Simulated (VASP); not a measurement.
Set up this calculation in VASP 6.6.1, as the native input.

- Task: single point
- Functional: PBEsol
- Potentials or basis: VASP PAW PBE potentials, release 64 (C, W_sv)
- Cutoff: 520 eV
- k mesh: 12 × 12 × 1
- Occupations: gaussian, width 0.1 eV
- Spin: no spin polarisation
- Dipole correction: yes
- Further INCAR settings: ALGO = Normal; EDIFF = 1e-07; NBANDS = 46

The structure of WC lies in POSCAR:

```
WC
1.0
    2.8984136678      0.0000000000      0.0000000000
   -1.4492068339      2.5100998670      0.0000000000
    0.0000000000      0.0000000000     16.8966416592
C W
4 4
Direct
    0.6666666667      0.3333333333      0.2071417546
    0.6666666667      0.3333333333      0.3744893234
    0.6666666667      0.3333333333      0.5418368922
    0.6666666667      0.3333333333      0.7091844610
    0.0000000000      0.0000000000      0.2908155390
    0.0000000000      0.0000000000      0.4581631078
    0.0000000000      0.0000000000      0.6255106766
    0.0000000000      0.0000000000      0.7928582454
```

The input as run:

INCAR

```
SYSTEM = WC
ALGO = Normal
DIPOL = 0.5 0.5 0.500
EDIFF = 1E-7
ENCUT = 520
GGA = PS
IDIPOL = 3
ISIF = 2
ISMEAR = 0
LASPH = .True.
LCHARG = .False.
LDIPOL = .True.
LREAL = .False.
LWAVE = .False.
NBANDS = 46
NELM = 80
PREC = Accurate
SIGMA = 0.1
```

KPOINTS

```
k-points
0
Gamma
  12 12 1
  0 0 0
```

Potentials or basis: VASP PAW PBE potentials, release 64 (C, W_sv).

The run is started by

```sh
$ cat potpaw_PBE.64/C/POTCAR potpaw_PBE.64/W_sv/POTCAR > POTCAR
$ mpirun -np 1 vasp_std > vasp.out
```

Results of the run:

```
Largest force          : 5.701 eV/Å
Band gap on the k mesh : zero (bands 36 and 37 overlap by 0.72 eV)
```

Caveat: the PAW data sets were made with another functional, which shifts forces and pressure a little; spin-orbit coupling is left out, which moves the levels of the heavy elements.

Wall time 5.8 min on 1 thread of Intel Xeon 8259CL (shared host), peak memory 0.3 GiB.
